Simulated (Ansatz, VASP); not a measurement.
MgO: VASP beside Ansatz

```
Mg O
1.0
     0.00000    2.12700    2.12700
     2.12700    0.00000    2.12700
     2.12700    2.12700    0.00000
Mg O
1 1
Direct
  0.00000 0.00000 0.00000
  0.50000 0.50000 0.50000
```

Alike in both runs: task single point; functional PBE; k mesh 10 × 10 × 10; occupations gaussian, width 0.02 eV; no spin polarisation.

|  | VASP | Ansatz |
| --- | --- | --- |
| version | VASP 6.6.1 | Ansatz 0.2.0 |
| potentials or method | VASP PAW PBE potentials, release 64 (Mg_sv, O), cutoff 840 eV | scalar-relativistic, plane waves, PAW |
| valence electrons in the cell | 16 | 16 |

|  | VASP | Ansatz | Ansatz less VASP |
| --- | --- | --- | --- |
| gap on the k mesh at the Fermi level (eV) | 4.46 | 4.46 | +0.004 |
| least direct gap on the mesh (eV) | 4.46 | 4.46 | +0.004 |
| pressure (GPa) | 0.0 | 0.0 | -0.02 |
